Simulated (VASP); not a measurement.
SiC: single point with PBE

The system is SiC.

```
Si C
1.0
     0.00000    2.17400    2.17400
     2.17400    0.00000    2.17400
     2.17400    2.17400    0.00000
Si C
1 1
Cartesian
  0.0000 0.0000 0.0000
  3.2610 3.2610 3.2610
```

* Program: VASP 6.6.1
* Task: single point
* Functional: PBE
* Potentials or basis: VASP PAW PBE potentials, release 64 (Si, C)
* Cutoff: 520 eV
* k mesh: 8 × 8 × 8
* Occupations: fermi-dirac, width 0.05 eV
* Spin: no spin polarisation
* Dipole correction: no
* Further INCAR settings: ALGO = Normal; EDIFF = 1e-07; NBANDS = 11

```yaml
Pressure: 4.8 GPa
Band_gap_on_the_k_mesh: 1.35 eV, indirect (least direct gap 4.55 eV)
```

Levels at points of the mesh, in eV from the valence-band top:
| k point | band 1 | band 2 | band 3 | band 4 | band 5 | band 6 | band 7 | band 8 | band 9 |
| --- | --- | --- | --- | --- | --- | --- | --- | --- | --- |
| (0.00, 0.00, 0.00) | -15.46 | 0.00 | 0.00 | 0.00 | 6.31 | 7.35 | 7.35 | 7.35 | 14.55 |
| (0.50, 0.00, 0.00) | -11.87 | -8.57 | -1.05 | -1.05 | 5.50 | 7.25 | 7.25 | 10.09 | 16.28 |
| (0.50, 0.50, 0.00) | -10.41 | -7.82 | -3.20 | -3.20 | 1.35 | 4.35 | 14.12 | 14.12 | 14.88 |

It took 5.1 s on 1 thread of Intel(R) Xeon(R) Platinum 8259CL CPU @ 2.50GHz (Skylake/Cascade Lake), with other jobs on the host, peak memory 0.13 GiB.

A k mesh can miss the band edges.
